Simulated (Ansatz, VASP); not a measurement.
**Two plane-wave programs on Ca**

```
Ca
1.0
    -2.18400    2.18400    2.18400
     2.18400   -2.18400    2.18400
     2.18400    2.18400   -2.18400
Ca
1
Direct
  0.00000 0.00000 0.00000
```

Change from the starting cell: strain -0.025 along x and y, -0.025 along z, atoms carried along.

Alike in both runs: task single point; functional r2SCAN; k mesh 16 × 16 × 16; occupations gaussian, width 0.15 eV; no spin polarisation.

```csv
,VASP,Ansatz
version,VASP 6.6.1,Ansatz 0.2.0
potentials or method,"VASP PAW PBE potentials, release 64 (Ca_sv), cutoff 550 eV","scalar-relativistic, plane waves, PAW"
valence electrons in the cell,10,10
```

Ansatz gave:

* gap on the k mesh at the Fermi level (eV): none
* pressure (GPa): 0.7

Q: Which values does VASP return?

A: gap on the k mesh at the Fermi level (eV): none; pressure (GPa): 0.8.

VASP's potentials were made for PBE, not for r2SCAN. A gap of «none» marks a metal or a gap that the smearing closes. The functional is the same, so the differences come from potentials, cutoffs and numerics.
